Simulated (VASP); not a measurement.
**InP: single point with PBE**

Crystal: InP.

```
In P
1.0
     0.00000    2.85017    2.85017
     2.85017    0.00000    2.85017
     2.85017    2.85017    0.00000
In P
1 1
Direct
  0.00000 0.00000 0.00000
  0.25000 0.25000 0.25000
```

```yaml
Program: VASP 6.6.1
Task: single point
Functional: PBE
Potentials_or_basis: VASP PAW PBE potentials, release 64 (In_d, P)
Cutoff: 520 eV
k_mesh: 6 × 6 × 6
Occupations: gaussian, width 0.01 eV
Spin: no spin polarisation
Dipole_correction: no
Further_INCAR_settings: ALGO = Normal; EDIFF = 1e-06; NBANDS = 16
```

| Quantity | Value |
| --- | --- |
| Pressure | 10.7 GPa |
| Band gap on the k mesh | 1.16 eV, direct |

Levels at points of the mesh, in eV from the valence-band top:
```tsv
k point	band 6	band 7	band 8	band 9	band 10	band 11	band 12	band 13
(0.00, 0.00, 0.00)	-12.13	0.00	0.00	0.00	1.16	4.07	4.07	4.07
(0.50, 0.00, 0.00)	-10.11	-6.21	-1.10	-1.10	1.70	4.80	4.80	7.24
(0.50, 0.50, 0.00)	-9.35	-6.14	-2.62	-2.62	1.60	2.24	9.76	10.15
```

Wall time 27 s on 1 thread of AMD EPYC 7R13, on a shared host, peak memory 0.14 GiB.

Caveat: spin-orbit coupling is left out, which moves the levels of the heavy elements. As with any semilocal functional, this PBE gap is likely too small.
